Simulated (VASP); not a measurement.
# Te (Fmmm) in VASP: further runs

The runs below take Te through single point, with PBE.

All numbers are computed with VASP 6.6.1; they aren't measurements. Logs are shortened: lines on timing, memory, paths and dates and some standing lists are left out, and cuts for length are marked.

**1. The cell of the first run**

The typed cell holds 2 atoms: a = 6.823 Å, b = 6.822 Å, c = 3.155 Å, α = 76.64°, β = 76.62°, γ = 26.74°.

**2. Single point, PBE**

File INCAR:

```
SYSTEM = Te
PREC = Accurate
ENCUT = 520
EDIFF = 1E-6
ISMEAR = 0
SIGMA = 0.1
LREAL = .False.
LASPH = .True.
NELM = 100
ALGO = Normal
ISIF = 2
LWAVE = .False.
LCHARG = .False.
GGA = PE
NBANDS = 13
```

File KPOINTS:

```
Automatic mesh
0
Gamma
  18 18 18
  0 0 0
```

File POSCAR:

```
Te
1.0
    0.0000000000      2.2320776423      6.4474015815
    2.2299006097      0.0000000000      6.4474015815
    2.2299006097      2.2320776423      0.0000000000
Te
2
Direct
    0.8787508256      0.8787508256      0.1212491744
    0.1212491744      0.1212491744      0.8787508256
```

Potentials or basis: VASP PAW PBE potentials, release 64 (Te).

Run with:

```console
$ cat potpaw_PBE.64/Te/POTCAR > POTCAR
$ mpirun -np 1 vasp_std > vasp.out
```

OUTCAR:

```text
SYSTEM = Te
   PREC = Accurate
   ENCUT = 520
   EDIFF = 1E-6
   ISMEAR = 0
   LREAL = .False.
   LASPH = .True.
   NELM = 100
   ISIF = 2
   GGA = PE

 ion  position               nearest neighbor table
   1  0.879  0.879  0.121-   2 3.13
   2  0.121  0.121  0.879-   1 3.13

  LATTYP: Found a face centered orthorhombic cell.
 ALAT       =     4.4598012194
 B/A-ratio  =     1.0009762913
 C/A-ratio  =     2.8913403375

  Lattice vectors:

 A1 = (   0.0000000000,   2.2320776423,   6.4474015815)
 A2 = (   2.2299006097,   0.0000000000,   6.4474015815)
 A3 = (   2.2299006097,   2.2320776423,   0.0000000000)

Analysis of symmetry for initial positions (statically):
=====================================================================
 Subroutine PRICEL returns:
 Original cell was already a primitive cell.

 Routine SETGRP: Setting up the symmetry group for a
 face centered orthorhombic supercell.

 Subroutine GETGRP returns: Found  8 space group operations
 (whereof  8 operations were pure point group operations)
 out of a pool of  8 trial point group operations.

The static configuration has the point symmetry D_2h.

Analysis of symmetry for dynamics (positions and initial velocities):
=====================================================================
 Subroutine PRICEL returns:
 Original cell was already a primitive cell.

 Routine SETGRP: Setting up the symmetry group for a
 face centered orthorhombic supercell.

 Subroutine GETGRP returns: Found  8 space group operations
 (whereof  8 operations were pure point group operations)
 out of a pool of  8 trial point group operations.

The dynamic configuration has the point symmetry D_2h.

 Subroutine INISYM returns: Found  8 space group operations
 (whereof  8 operations are pure point group operations),
 and found     1 'primitive' translations

----------------------------------------------------------------------------------------

                                     Primitive cell

  volume of cell :      64.1814

  direct lattice vectors                    reciprocal lattice vectors
     0.000000000  2.232077642  6.447401582    -0.224225240  0.224006545  0.077550622
     2.229900610  0.000000000  6.447401582     0.224225240 -0.224006545  0.077550622
     2.229900610  2.232077642  0.000000000     0.224225240  0.224006545 -0.077550622

  length of vectors
     6.822840886  6.822128985  3.155095455     0.326297394  0.326297394  0.326297394

  position of ions in fractional coordinates (direct lattice)
     0.878750826  0.878750826  0.121249174
     0.121249174  0.121249174  0.878750826

  ion indices of the primitive-cell ions
   primitive index   ion index
                 1           1
                 2           2

----------------------------------------------------------------------------------------

 KPOINTS: Automatic mesh

Automatic generation of k-mesh.
 Grid dimensions read from file:
 generate k-points for:   18   18   18

 Generating k-lattice:

  Cartesian coordinates                     Fractional coordinates (reciprocal lattice)
    -0.012456958  0.012444808  0.004308368     0.055555556  0.000000000  0.000000000
     0.012456958 -0.012444808  0.004308368     0.000000000  0.055555556 -0.000000000
     0.012456958  0.012444808 -0.004308368     0.000000000 -0.000000000  0.055555556

  Length of vectors
     0.018127633  0.018127633  0.018127633

  Shift w.r.t. Gamma in fractional coordinates (k-lattice)
     0.000000000  0.000000000  0.000000000

 Subroutine IBZKPT returns following result:
 ===========================================

 Found    865 irreducible k-points:

 Following reciprocal coordinates:
            Coordinates               Weight
  0.000000  0.000000  0.000000      1.000000
  0.055556 -0.000000 -0.000000      8.000000
  0.111111 -0.000000 -0.000000      8.000000
  0.166667  0.000000  0.000000      8.000000
  0.222222 -0.000000 -0.000000      8.000000
  0.277778 -0.000000 -0.000000      8.000000
[... 16 lines left out ...]
 -0.277778  0.055556  0.000000      8.000000
 -0.222222  0.055556  0.000000      8.000000
 [... further k-points ...]
   k-points           NKPTS =    865   k-points in BZ     NKDIM =    865   number of bands    NBANDS=     13
   number of dos      NEDOS =    301   number of ions     NIONS =      2
   total plane-waves  NPLWV =  69984
   dimension x,y,z NGX =    54 NGY =   54 NGZ =   24
   dimension x,y,z NGXF=   108 NGYF=  108 NGZF=   48
   ions per type =               2
   NGX,Y,Z   is equivalent  to a cutoff of  13.16, 13.16, 12.65 a.u.
   NGXF,Y,Z  is equivalent  to a cutoff of  26.32, 26.32, 25.29 a.u.
 SYSTEM =  Te
   PREC   = accura    normal or accurate (medium, high low for compatibility)
   ISTART =      0    job   : 0-new  1-cont  2-samecut
   ICHARG =      2    charge: 1-file 2-atom 10-const
   ISPIN  =      1    spin polarized calculation?
   LNONCOLLINEAR =      F non collinear calculations
   LSORBIT =      F    spin-orbit coupling
   LASPH  =      T    aspherical Exc in radial PAW
   ENCUT  =  520.0 eV  38.22 Ry    6.18 a.u.  12.69 12.68  5.87*2*pi/ulx,y,z
   NELM   =    100;   NELMIN=  2; NELMDL= -5     # of ELM steps
   EDIFF  = 0.1E-05   stopping-criterion for ELM
   LREAL  =      F    real-space projection
[... 7 lines left out ...]
   TEBEG  =    0.0;   TEEND  =   0.0 temperature during run
   PSTRESS=    0.0 pullay stress
   NELECT =      12.0000    total number of electrons
   NUPDOWN=      -1.0000    fix difference up-down
   EMIN   =  10.00;   EMAX   =-10.00  energy-range for DOS
   EFERMI =   0.00;   METHOD = LEGACY
   ISMEAR =     0;   SIGMA  =   0.10  broadening in eV -4-tet -1-fermi 0-gaus
   EFERMI_NEDOS =   21; number of points for ismear=-14 and -15
   IALGO  =     38    algorithm
   IMIX   =      4    mixing-type and parameters
     AMIX     =   0.40;   BMIX     =  1.00
     AMIX_MAG =   1.60;   BMIX_MAG =  1.00
  volume/ion in A,a.u.               =      32.09       216.56
  Fermi-wavevector in a.u.,A,eV,Ry     =   0.936121  1.769013 11.923096  0.876323
  Thomas-Fermi vector in A             =   2.063098
   LORBIT       =      0    0 simple, 1 ext, 2 COOP (PROOUT), +10 PAW based schemes
   GGA     = PE    functional components
   LHFCALC =     F    Hartree Fock is set to
   AEXX    =    0.0000 exact exchange contribution
   IVDW    =     0    specifies the selected vdW correction
   LEPSILON=     F    determine dielectric tensor
   LRPA    =     F    only Hartree local field effects (RPA)
 non-spin polarized calculation
 Gauss-broadening in eV      SIGMA  =   0.10
  energy-cutoff  :      520.00
  volume of cell :       64.18
 maximum number of plane-waves:      1760
 NGX is ok and might be reduce to    54
   NGX = 25   NGY = 25   NGZ = 11

 number of electron      12.0000000 magnetization

 Free energy of the ion-electron system (eV)
  ---------------------------------------------------
  ext. energy  EPLUGINS =         0.00000000
  ---------------------------------------------------
  free energy    TOTEN  =        -6.02389334 eV

  energy without entropy =       -6.01525269  energy(sigma->0) =       -6.01957302

 E-fermi :   6.6846     XC(G=0):  -9.4125

 val. band max:        6.6839145834   @ k =   0.4444   0.3333   0.1111
 cond. band min:       6.6846777554   @ k =   0.1667   0.1111  -0.0000
 fundamental gap:      0.0007631720
 Fermi energy:         6.6846297427

 k-point     1 :       0.0000    0.0000    0.0000
  band No.  band energies     occupation
      1      -7.0464      2.00000
      2      -5.5145      2.00000
      3       0.8456      2.00000
      4       7.2104      0.00000
      5       8.4596      0.00000
      6       8.4639      0.00000
      7       8.7666      0.00000
      8       8.7714      0.00000
      9      12.5374      0.00000
     10      13.2851      0.00000
     11      13.5450      0.00000
     12      13.8253      0.00000
     13      14.4080      0.00000

 k-point     2 :       0.0556   -0.0000   -0.0000
  band No.  band energies     occupation
      1      -7.0053      2.00000
      2      -5.4809      2.00000
      3       0.8949      2.00000
      4       7.1922      0.00000
      5       7.9957      0.00000
      6       8.3502      0.00000
      7       8.4876      0.00000
      8       8.8143      0.00000
      9      12.5979      0.00000
     10      13.4693      0.00000
     11      13.7972      0.00000
     12      14.1608      0.00000
     13      14.7184      0.00000

 k-point     3 :       0.1111   -0.0000   -0.0000
  band No.  band energies     occupation
      1      -6.8828      2.00000
      2      -5.3813      2.00000
      3       1.0412      2.00000
      4       6.8834      0.00494
      5       7.0799      0.00000
      6       7.5415      0.00000
      7       8.5664      0.00000
      8       8.9445      0.00000
      9      12.7734      0.00000
     10      13.6280      0.00000
     11      14.1120      0.00000
     12      15.1421      0.00000
     13      15.6221      0.00000
[... 305 lines left out ...]
 k-point    23 :      -0.2778    0.0556    0.0000
  band No.  band energies     occupation
      1      -5.7532      2.00000
      2      -4.4109      2.00000
      3       2.0076      2.00000
      4       2.5385      2.00000
      5       3.1116      2.00000
      6       7.3926      0.00000
      7       9.3630      0.00000
      8       9.9239      0.00000
      9      11.9010      0.00000
     10      13.3610      0.00000
     11      14.8254      0.00000
     12      15.2122      0.00000
     13      15.5416      0.00000

 k-point    24 :      -0.2222    0.0556    0.0000
  band No.  band energies     occupation
      1      -6.1113      2.00000
      2      -4.6915      2.00000
      3       1.8220      2.00000
      4       3.4236      2.00000
      5       3.9019      2.00000
      6       7.5022      0.00000
      7       9.1450      0.00000
      8       9.6266      0.00000
      9      12.7346      0.00000
     10      13.5237      0.00000
     11      14.4669      0.00000
     12      15.0529      0.00000
     13      15.1686      0.00000

 [... further k-points ...]
[... 5 lines left out ...]
  --------------------------------------------------------------------------------------
  -------------------------------------------------------------------------------------
  Total       -0.0232465     -0.0254194     -0.0037616      0.0000000      0.0000000      0.0000000
  in kB       -0.5803070     -0.6345517     -0.0939028      0.0000000      0.0000000      0.0000000
  external PRESSURE =      -0.4362539 kB  Pullay stress =       0.0000000 kB

 VOLUME and BASIS-vectors are now :
 -----------------------------------------------------------------------------
  energy-cutoff  :      520.00
  volume of cell :       64.18
      direct lattice vectors                 reciprocal lattice vectors
     0.000000000  2.232077642  6.447401582    -0.224225240  0.224006545  0.077550622
     2.229900610  0.000000000  6.447401582     0.224225240 -0.224006545  0.077550622
     2.229900610  2.232077642  0.000000000     0.224225240  0.224006545 -0.077550622

 POSITION                                       TOTAL-FORCE (eV/Angst)
 -----------------------------------------------------------------------------------
      2.22990      2.23208     11.33132         0.000000      0.000000     -0.003727
      2.22990      2.23208      1.56348         0.000000      0.000000      0.003727
 -----------------------------------------------------------------------------------
    total drift:                                0.000000      0.000000     -0.000000

  FREE ENERGIE OF THE ION-ELECTRON SYSTEM (eV)
  ---------------------------------------------------
  free  energy   TOTEN  =        -6.0238933439 eV

  energy  without entropy=       -6.0152526862  energy(sigma->0) =       -6.01957302
```

Run time: 9.6 min. Hardware: 1 thread of Intel Xeon Platinum 8488C (Sapphire Rapids), shared host; peak memory 0.73 GiB.

Results:

```yaml
Free_energy: -6.0239 eV
Pressure: 0.0 GPa
Largest_force: 0.004 eV/Å
Band_gap_on_the_k_mesh: zero (band 6 reaches 8.46 eV, above the bottom of band 7 at 4.29 eV)
```

Forces in eV/Å, atoms in the order of the input:
```
Te   0.000  0.000 -0.004
Te   0.000  0.000  0.004
```

Caveat: spin-orbit coupling is left out, which moves the levels of the heavy elements.

**3. Single point, PBE**

This run uses another cell than the first one, of 32.26 Å³/atom, 1.005 times its volume.

File INCAR:

```
SYSTEM = Te
  PREC = Accurate
  ENCUT = 520
  EDIFF = 1E-7
  ISMEAR = 0
  SIGMA = 0.1
  LREAL = .FALSE.
  LASPH = .TRUE.
  NELM = 60
  ALGO = Normal
  ISIF = 2
  LWAVE = .FALSE.
  LCHARG = .FALSE.
  GGA = PE
  NBANDS = 13
```

File KPOINTS:

```
Automatic mesh
0
G
  18 18 18
  0 0 0
```

File POSCAR:

```
Te
1.0
    0.0000000000      2.2780306576      6.1104993969
    2.3177788646      0.0000000000      6.1104993969
    2.3177788646      2.2780306576      0.0000000000
Te
2
Direct
    0.6194934927      0.6194934927      0.3805065073
    0.3805065073      0.3805065073      0.6194934927
```

Potentials or basis: VASP PAW PBE potentials, release 64 (Te).

Run with:

```console
$ cat potpaw_PBE.64/Te/POTCAR > POTCAR
$ mpirun -np 1 vasp_std > vasp.out
```

Run time: 19 min. Hardware: 1 thread of Oxide Virtual Turin-like, shared host; peak memory 0.67 GiB.

Results (log left out):

```yaml
Free_energy: -6.0217 eV
Pressure: 0.0 GPa
Band_gap_on_the_k_mesh: zero (band 6 reaches 8.40 eV, above the bottom of band 7 at 4.10 eV)
```

Levels at points of the mesh, in eV from the Fermi level:
| k point | band 3 | band 4 | band 5 | band 6 | band 7 | band 8 | band 9 | band 10 |
| --- | --- | --- | --- | --- | --- | --- | --- | --- |
| (0.00, 0.00, 0.00) | -6.03 | 1.11 | 1.17 | 1.54 | 1.65 | 1.73 | 6.23 | 6.24 |
| (0.50, 0.00, 0.00) | -5.76 | -4.93 | -3.14 | 0.26 | 2.12 | 3.24 | 4.45 | 6.78 |
| (0.50, 0.50, 0.00) | -3.61 | -2.16 | 0.62 | 0.71 | 2.37 | 2.44 | 5.58 | 5.64 |
| (0.50, 0.00, 0.50) | -4.52 | -4.11 | -3.67 | -2.65 | -2.34 | 1.47 | 2.47 | 4.29 |
| (0.00, 0.50, 0.50) | -4.67 | -3.96 | -3.51 | -2.80 | -2.43 | 1.55 | 2.50 | 4.11 |

Caveat: spin-orbit coupling is left out, which moves the levels of the heavy elements.
